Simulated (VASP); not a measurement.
# BaB5 (P6/mmm) in VASP: further runs

BaB5 is run at these levels: PBE; tasks: single point, relaxation of cell and atoms.

All numbers are computed with VASP 6.6.1; they aren't measurements. Logs are shortened: lines on timing, memory, paths and dates and some standing lists are left out, and cuts for length are marked.

## 1. The cell of the first run

The structure is hexagonal, space group P6/mmm (No. 191). The conventional cell has a = 4.960 Å, b = 4.960 Å, c = 2.930 Å, α = 90.00°, β = 90.00°, γ = 120.00°. Ba (site symmetry 6/mmm) has 18 B at 2.86 to 2.88 Å and 2 Ba at 2.93 Å within 3.8 Å. Within 2.7 Å of B (site symmetry mmm) lie 8 B at 2.05 to 2.48 Å. B (site symmetry -6m2) has 6 B at 2.05 Å within 2.7 Å.

The cell was built from a structure type or drawn by symmetry, and may not be a known phase.

## 2. Single point, PBE

INCAR reads:

```
SYSTEM = BaB5
ALGO = Normal ; EDIFF = 1E-6
ENCUT = 520 ; GGA = PE
ISIF = 2 ; ISMEAR = 0
LASPH = .TRUE. ; LCHARG = .TRUE.
LELF = .TRUE. ; LREAL = .FALSE.
LVHAR = .TRUE. ; LWAVE = .FALSE.
NBANDS = 22 ; NELM = 100
PREC = Accurate ; SIGMA = 0.1
```

KPOINTS reads:

```
k-points
0
G
  12 12 12
  0 0 0
```

POSCAR reads:

```
BaB5
1.0
    4.9599604027      0.0000000000      0.0000000000
   -2.4799802013      4.2954517105      0.0000000000
    0.0000000000      0.0000000000      2.9298929218
Ba B
1 5
Direct
    0.0000000000      0.0000000000      0.0000000000
    0.5000000000      0.0000000000      0.5000000000
    0.5000000000      0.5000000000      0.5000000000
    0.0000000000      0.5000000000      0.5000000000
    0.3333333333      0.6666666667      0.0000000000
    0.6666666667      0.3333333333      0.0000000000
```

Potentials or basis: VASP PAW PBE potentials, release 64 (Ba_sv, B).

Started as:

```bash
$ cat potpaw_PBE.64/Ba_sv/POTCAR potpaw_PBE.64/B/POTCAR > POTCAR
$ mpirun -np 1 vasp_std > vasp.out
```

OUTCAR:

```text
SYSTEM = BaB5
   EDIFF = 1E-6
   ENCUT = 520
   GGA = PE
   ISIF = 2
   ISMEAR = 0
   LASPH = .TRUE.
   LREAL = .FALSE.
   NELM = 100
   PREC = Accurate

 ion  position               nearest neighbor table
   1  0.000  0.000  0.000-   5 2.86   6 2.86   5 2.86   6 2.86   6 2.86   5 2.86   4 2.88   4 2.88
                             4 2.88   4 2.88   2 2.88   2 2.88   2 2.88   2 2.88   3 2.88   3 2.88
   2  0.500  0.000  0.500-   5 2.05   6 2.05   5 2.05   6 2.05   1 2.88   1 2.88   1 2.88   1 2.88

   3  0.500  0.500  0.500-   5 2.05   6 2.05   5 2.05   6 2.05   1 2.88   1 2.88   1 2.88   1 2.88

   4  0.000  0.500  0.500-   5 2.05   6 2.05   5 2.05   6 2.05   1 2.88   1 2.88   1 2.88   1 2.88

   5  0.333  0.667  0.000-   2 2.05   2 2.05   4 2.05   4 2.05   3 2.05   3 2.05   1 2.86   1 2.86
                             1 2.86
   6  0.667  0.333  0.000-   2 2.05   2 2.05   4 2.05   4 2.05   3 2.05   3 2.05   1 2.86   1 2.86
                             1 2.86

  LATTYP: Found a hexagonal cell.
 ALAT       =     4.9599604027
 C/A-ratio  =     0.5907089339

  Lattice vectors:

 A1 = (   4.9599604027,   0.0000000000,   0.0000000000)
 A2 = (  -2.4799802013,   4.2954517105,   0.0000000000)
 A3 = (   0.0000000000,   0.0000000000,   2.9298929218)

Analysis of symmetry for initial positions (statically):
=====================================================================
 Subroutine PRICEL returns:
 Original cell was already a primitive cell.

 Routine SETGRP: Setting up the symmetry group for a
 hexagonal supercell.

 Subroutine GETGRP returns: Found 24 space group operations
 (whereof 24 operations were pure point group operations)
 out of a pool of 24 trial point group operations.

The static configuration has the point symmetry D_6h.

Analysis of symmetry for dynamics (positions and initial velocities):
=====================================================================
 Subroutine PRICEL returns:
 Original cell was already a primitive cell.

 Routine SETGRP: Setting up the symmetry group for a
 hexagonal supercell.

 Subroutine GETGRP returns: Found 24 space group operations
 (whereof 24 operations were pure point group operations)
 out of a pool of 24 trial point group operations.

The dynamic configuration has the point symmetry D_6h.

 Subroutine INISYM returns: Found 24 space group operations
 (whereof 24 operations are pure point group operations),
 and found     1 'primitive' translations

----------------------------------------------------------------------------------------

                                     Primitive cell

  volume of cell :      62.4222

  direct lattice vectors                    reciprocal lattice vectors
     4.959960403  0.000000000  0.000000000     0.201614513  0.116402193  0.000000000
    -2.479980201  4.295451711  0.000000000     0.000000000  0.232804386  0.000000000
     0.000000000  0.000000000  2.929892922     0.000000000  0.000000000  0.341309402

  length of vectors
     4.959960403  4.959960403  2.929892922     0.232804386  0.232804386  0.341309402

  position of ions in fractional coordinates (direct lattice)
     0.000000000  0.000000000  0.000000000
     0.500000000  0.000000000  0.500000000
     0.500000000  0.500000000  0.500000000
     0.000000000  0.500000000  0.500000000
     0.333333333  0.666666667  0.000000000
     0.666666667  0.333333333  0.000000000

  ion indices of the primitive-cell ions
   primitive index   ion index
                 1           1
                 2           2
                 3           3
                 4           4
                 5           5
                 6           6

----------------------------------------------------------------------------------------

 KPOINTS: k-points

Automatic generation of k-mesh.
 Grid dimensions read from file:
 generate k-points for:   12   12   12

 Generating k-lattice:

  Cartesian coordinates                     Fractional coordinates (reciprocal lattice)
     0.016801209  0.009700183  0.000000000     0.083333333  0.000000000  0.000000000
     0.000000000  0.019400366  0.000000000     0.000000000  0.083333333  0.000000000
     0.000000000  0.000000000  0.028442450     0.000000000  0.000000000  0.083333333

  Length of vectors
     0.019400366  0.019400366  0.028442450

  Shift w.r.t. Gamma in fractional coordinates (k-lattice)
     0.000000000  0.000000000  0.000000000

 Subroutine IBZKPT returns following result:
 ===========================================

 Found    133 irreducible k-points:

 Following reciprocal coordinates:
            Coordinates               Weight
  0.000000  0.000000  0.000000      1.000000
  0.083333  0.000000  0.000000      6.000000
  0.166667  0.000000  0.000000      6.000000
  0.250000  0.000000  0.000000      6.000000
  0.333333  0.000000  0.000000      6.000000
  0.416667  0.000000  0.000000      6.000000
[... 16 lines left out ...]
  0.250000  0.000000  0.083333     12.000000
[... 95 lines left out ...]
      6      -2.9234      2.00000
[... 14 lines left out ...]
     21      13.8430      0.00000
     22      13.9935      0.00000

 k-point     3 :       0.1667    0.0000    0.0000
  band No.  band energies     occupation
      1     -21.4371      2.00000
      2      -7.9443      2.00000
      3      -7.3147      2.00000
      4      -5.7885      2.00000
      5      -3.7568      2.00000
      6      -3.3834      2.00000
[... 14 lines left out ...]
     21      13.8441      0.00000
     22      13.9466      0.00000

 k-point     4 :       0.2500    0.0000    0.0000
  band No.  band energies     occupation
      1     -21.4305      2.00000
      2      -8.2864      2.00000
      3      -7.3856      2.00000
      4      -5.3128      2.00000
      5      -3.7416      2.00000
      6      -3.6446      2.00000
[... 14 lines left out ...]
     21      13.6771      0.00000
     22      13.7516      0.00000

 k-point     5 :       0.3333    0.0000    0.0000
  band No.  band energies     occupation
      1     -21.4238      2.00000
      2      -8.5403      2.00000
      3      -7.4529      2.00000
      4      -5.0825      2.00000
      5      -3.7262      2.00000
      6      -3.5525      2.00000
[... 14 lines left out ...]
     21      13.5408      0.00000
     22      13.6308      0.00000

 k-point     6 :       0.4167    0.0000    0.0000
  band No.  band energies     occupation
      1     -21.4189      2.00000
      2      -8.6962      2.00000
      3      -7.5001      2.00000
      4      -5.0685      2.00000
      5      -3.7150      2.00000
      6      -3.2355      2.00000
[... 14 lines left out ...]
     21      13.6284      0.00000
     22      13.6288      0.00000

 k-point     7 :       0.5000    0.0000    0.0000
  band No.  band energies     occupation
      1     -21.4171      2.00000
      2      -8.7487      2.00000
      3      -7.5170      2.00000
      4      -5.0850      2.00000
      5      -3.7108      2.00000
      6      -3.0662      2.00000
[... 324 lines left out ...]
      6      -2.5038      2.00000
[... 14 lines left out ...]
     21      13.7961      0.00000
     22      14.1968      0.00000

 k-point    21 :       0.0833    0.0000    0.0833
  band No.  band energies     occupation
      1     -21.3765      2.00000
      2      -7.4617      2.00000
      3      -7.1871      2.00000
      4      -6.2758      2.00000
      5      -4.2735      2.00000
      6      -2.8336      2.00000
[... 14 lines left out ...]
     21      13.9540      0.00000
     22      14.1880      0.00000

 k-point    22 :       0.1667    0.0000    0.0833
  band No.  band energies     occupation
      1     -21.3716      2.00000
      2      -7.8629      2.00000
      3      -7.2411      2.00000
      4      -5.7499      2.00000
      5      -4.2543      2.00000
      6      -3.2935      2.00000
[... 14 lines left out ...]
     21      13.9715      0.00000
     22      14.0003      0.00000

 k-point    23 :       0.2500    0.0000    0.0833
  band No.  band energies     occupation
      1     -21.3650      2.00000
      2      -8.2016      2.00000
      3      -7.3114      2.00000
      4      -5.2895      2.00000
      5      -4.2321      2.00000
      6      -3.5580      2.00000
[... 14 lines left out ...]
     21      13.7857      0.00000
     22      13.9767      0.00000

 k-point    24 :       0.3333    0.0000    0.0833
  band No.  band energies     occupation
      1     -21.3584      2.00000
      2      -8.4533      2.00000
      3      -7.3782      2.00000
      4      -5.0513      2.00000
      5      -4.2312      2.00000
      6      -3.4766      2.00000
[... 14 lines left out ...]
     21      13.7827      0.00000
     22      13.9402      0.00000

 [... further k-points ...]

------------------------ aborting loop because EDIFF is reached ----------------------------------------

  FORCE on cell =-STRESS in cart. coord.  units (eV):
  Direction    XX          YY          ZZ          XY          YZ          ZX
  --------------------------------------------------------------------------------------
  -------------------------------------------------------------------------------------
  Total        1.3549030      1.3549030      1.7735843      0.0000000      0.0000000     -0.0000000
  in kB       34.7760296     34.7760296     45.5222388      0.0000000      0.0000000     -0.0000000
  external PRESSURE =      38.3580994 kB  Pullay stress =       0.0000000 kB

 VOLUME and BASIS-vectors are now :
 -----------------------------------------------------------------------------
  energy-cutoff  :      520.00
  volume of cell :       62.42
      direct lattice vectors                 reciprocal lattice vectors
     4.959960403  0.000000000  0.000000000     0.201614513  0.116402193  0.000000000
    -2.479980201  4.295451711  0.000000000     0.000000000  0.232804386  0.000000000
     0.000000000  0.000000000  2.929892922     0.000000000  0.000000000  0.341309402

 POSITION                                       TOTAL-FORCE (eV/Angst)
 -----------------------------------------------------------------------------------
      0.00000      0.00000      0.00000         0.000000      0.000000      0.000000
      2.47998      0.00000      1.46495         0.000000      0.000000      0.000000
      1.23999      2.14773      1.46495         0.000000      0.000000      0.000000
     -1.23999      2.14773      1.46495         0.000000      0.000000      0.000000
     -0.00000      2.86363      0.00000        -0.000000      0.000000      0.000000
      2.47998      1.43182      0.00000         0.000000      0.000000     -0.000000
 -----------------------------------------------------------------------------------
    total drift:                                0.000000     -0.000000     -0.000000

  FREE ENERGIE OF THE ION-ELECTRON SYSTEM (eV)
  ---------------------------------------------------
  free  energy   TOTEN  =       -28.1698289828 eV

  energy  without entropy=      -28.1599736708  energy(sigma->0) =      -28.16490133
```

Wall time 83 s (1 thread of AMD EPYC 9R45 (Zen 5), shared host); peak memory 0.27 GiB.

Results:

```
Free energy            : -28.1698 eV
Pressure               : 3.8 GPa
Band gap on the k mesh : zero (an odd number of electrons rules out a gap without spin polarisation)
```

Levels at points of the mesh, in eV from the Fermi level:
```csv
k point,band 9,band 10,band 11,band 12,band 13,band 14,band 15,band 16,band 17,band 18
"(0.00, 0.00, 0.00)",-1.76,-1.73,-1.73,0.35,3.13,3.77,3.77,4.22,4.22,4.64
"(0.50, 0.00, 0.00)",-2.86,-1.94,-1.38,-0.22,0.13,1.35,1.79,3.33,3.74,4.45
"(0.00, 0.00, 0.50)",-5.17,-3.84,-3.84,-3.54,-3.01,-3.01,2.91,2.91,5.72,5.98
"(0.50, 0.00, 0.50)",-5.07,-3.78,-1.94,-1.03,0.34,1.12,1.13,1.31,1.63,2.79
```

Caveat: the cell stands under pressure; spin-orbit coupling is left out, which moves the levels of the heavy elements.

## 3. Relaxation of cell and atoms, PBE

This run uses another cell than the first one, of 10.44 Å³/atom.

INCAR reads:

```
  PREC = Accurate
  ENCUT = 600
  EDIFF = 1E-7
  ISMEAR = 0
  SIGMA = 0.1
  LREAL = False
  LASPH = True
  NELM = 100
  ALGO = Normal
  ISIF = 3
  LWAVE = False
  LCHARG = False
  GGA = PE
  IBRION = 2
  NSW = 100
  EDIFFG = -0.01
```

KPOINTS reads:

```
regular mesh
0
Gamma
  12 12 12
```

Edit POSCAR of step 2 so:

```diff
@@ -2,5 +2,5 @@
 1.0
-    4.9599604027      0.0000000000      0.0000000000
-   -2.4799802013      4.2954517105      0.0000000000
-    0.0000000000      0.0000000000      2.9298929218
+    4.9637900114      0.0000000000      0.0000000000
+   -2.4818950057      4.2987682489      0.0000000000
+    0.0000000000      0.0000000000      2.9360610502
 Ba B
```

Potentials or basis: VASP PAW PBE potentials, release 64 (Ba_sv, B).

Started as:

```bash
$ cat potpaw_PBE.64/Ba_sv/POTCAR potpaw_PBE.64/B/POTCAR > POTCAR
$ mpirun -np 1 vasp_std > vasp.out
```

It took 2.7 min on 1 thread of AMD EPYC 9R45 (Zen 5), shared host; peak memory 0.29 GiB.

Results (log left out):

| Item | Value |
| --- | --- |
| Free energy | -28.1930 eV |
| Relaxed volume | 10.68 Å³/atom |
| Relaxed cell | a = 4.999 Å, b = 4.999 Å, c = 2.961 Å, α = 90.00°, β = 90.00°, γ = 120.00° |
| Space group after relaxing (to 0.1 Å) | P6/mmm (No. 191) |
| Energy gained by relaxing | 2.4 meV/atom |
| Ionic steps | 3 |
| Pressure after relaxing | 0.0 GPa |
| Band gap on the k mesh | zero (an odd number of electrons rules out a gap without spin polarisation) |

Stress tensor (GPa, compression positive):
```
 0.06  0.00  0.00
 0.00  0.06  0.00
 0.00  0.00 -0.08
```

The path:
```tsv
step	energy change (eV)	largest force (eV/Å)	pressure (GPa)	volume (Å³)
1	0.0000	0.0000	3.26	62.65
2	-0.0125	0.0000	-1.08	64.60
3	-0.0143	0.0000	0.01	64.08
```

Final structure:
```xyz
6
Lattice="4.9990 0.0000 0.0000 -2.4995 4.3292 0.0000 0.0000 0.0000 2.9608" Properties=species:S:1:pos:R:3 pbc="T T T"
Ba    0.0000    0.0000    0.0000
B     2.4995    0.0000    1.4804
B     1.2497    2.1646    1.4804
B    -1.2497    2.1646    1.4804
B     0.0000    2.8862    2.9608
B     2.4995    1.4431    0.0000
```

Levels at points of the mesh, in eV from the Fermi level:
| k point | band 9 | band 10 | band 11 | band 12 | band 13 | band 14 | band 15 | band 16 |
| --- | --- | --- | --- | --- | --- | --- | --- | --- |
| (0.00, 0.00, 0.00) | -1.75 | -1.74 | -1.74 | 0.30 | 3.07 | 3.69 | 3.69 | 4.15 |
| (0.50, 0.00, 0.00) | -2.73 | -1.87 | -1.36 | -0.22 | 0.12 | 1.34 | 1.75 | 3.27 |
| (0.00, 0.00, 0.50) | -5.01 | -3.70 | -3.70 | -3.56 | -3.04 | -3.04 | 2.84 | 2.84 |
| (0.50, 0.00, 0.50) | -4.98 | -3.70 | -1.92 | -1.02 | 0.38 | 1.15 | 1.16 | 1.25 |

Caveat: spin-orbit coupling is left out, which moves the levels of the heavy elements.

## 4. Single point, PBE

This run uses another cell than the first one, of 13.53 Å³/atom.

INCAR reads:

```
SYSTEM = BaB5
PREC     = Accurate       ! precision mode
ENCUT    = 520            ! plane-wave cutoff, eV
EDIFF    = 1E-6           ! SCF threshold, eV
ISMEAR   = 0              ! smearing method
SIGMA    = 0.1            ! smearing width, eV
LREAL    = .FALSE.        ! projectors in reciprocal space
LASPH    = .TRUE.         ! aspherical terms in the spheres
NELM     = 100            ! most SCF steps
ALGO     = Normal         ! electronic algorithm
ISIF     = 2              ! what is computed and relaxed
LWAVE    = .FALSE.        ! write WAVECAR
LCHARG   = .FALSE.        ! write CHGCAR
GGA      = PE             ! functional
NBANDS   = 22             ! bands
```

KPOINTS reads:

```
Automatic mesh
0
G
  6 6 4
  0 0 0
```

POSCAR reads:

```
BaB5
1.0
    4.8513287400      0.0000000000      0.0000000000
   -2.4256643700      4.2013739300      0.0000000000
    0.0000000000      0.0000000000      3.9816478800
Ba B
1 5
Direct
    0.0000000000      0.0000000000      0.0000000000
    0.5000000000      0.0000000000      0.5000000000
    0.5000000000      0.5000000000      0.5000000000
    0.0000000000      0.5000000000      0.5000000000
    0.3333333300      0.6666666700      0.0000000000
    0.6666666700      0.3333333300      0.0000000000
```

Started as:

```bash
$ cat potpaw_PBE.64/Ba_sv/POTCAR potpaw_PBE.64/B/POTCAR > POTCAR
$ mpirun -np 1 vasp_std > vasp.out
```

Wall time 15 s (1 thread of AMD EPYC 9R45 (Zen 5), shared host); peak memory 0.17 GiB.

The run converged. Its results:

- Free energy: -24.8323 eV
- Pressure: -14.0 GPa
- Band gap on the k mesh: zero (an odd number of electrons rules out a gap without spin polarisation)

Stress tensor (GPa, compression positive):
```
 -5.19   0.00   0.00
  0.00  -5.19   0.00
  0.00   0.00 -31.54
```

Levels at points of the mesh, in eV from the Fermi level:
| k point | band 9 | band 10 | band 11 | band 12 | band 13 | band 14 | band 15 | band 16 | band 17 | band 18 |
| --- | --- | --- | --- | --- | --- | --- | --- | --- | --- | --- |
| (0.00, 0.00, 0.00) | -3.52 | -3.52 | -1.10 | -1.10 | 1.03 | 1.36 | 2.03 | 2.03 | 2.07 | 2.07 |
| (0.50, 0.00, 0.00) | -3.40 | -1.70 | -1.64 | -1.49 | -0.30 | 0.79 | 0.86 | 1.15 | 1.27 | 3.40 |
| (0.00, 0.00, 0.50) | -3.77 | -3.69 | -2.79 | -2.79 | -2.42 | -2.42 | 3.42 | 3.42 | 4.14 | 4.29 |
| (0.50, 0.00, 0.50) | -4.30 | -2.04 | -1.82 | -0.60 | 1.30 | 2.02 | 2.15 | 2.19 | 2.37 | 3.45 |

Caveat: the k points lie up to 0.39 Å⁻¹ apart, too coarse for converged energies and pressures of a metal; spin-orbit coupling is left out, which moves the levels of the heavy elements.

## 5. Overview

| task | cell | k mesh | cutoff (eV) | gap on the mesh (eV) | pressure (GPa) |
| --- | --- | --- | --- | --- | --- |
| single point | a = 4.960, b = 4.960, c = 2.930 Å, angles 90.0, 90.0, 120.0°, 6 atoms | 12 × 12 × 12 | 520 | none | 3.8 |
| relaxation of cell and atoms | relaxed from a = 4.964, b = 4.964, c = 2.936 Å, angles 90.0, 90.0, 120.0°, 6 atoms | 12 × 12 × 12 | 600 | none | 0.0 |
| single point | a = 4.851, b = 4.851, c = 3.982 Å, angles 90.0, 90.0, 120.0°, 6 atoms | 6 × 6 × 4 | 520 | none | -14.0 |

Alike in all rows: level PBE; potentials or basis VASP PAW PBE potentials, release 64 (Ba_sv, B); no spin polarisation; smearing gaussian 0.1 eV.

Caveats: some runs use coarse meshes; spin-orbit coupling is left out, which moves the levels of the heavy elements; the cell stands under pressure (at least some runs).

Absolute energies hang on the potentials; compare differences alone.
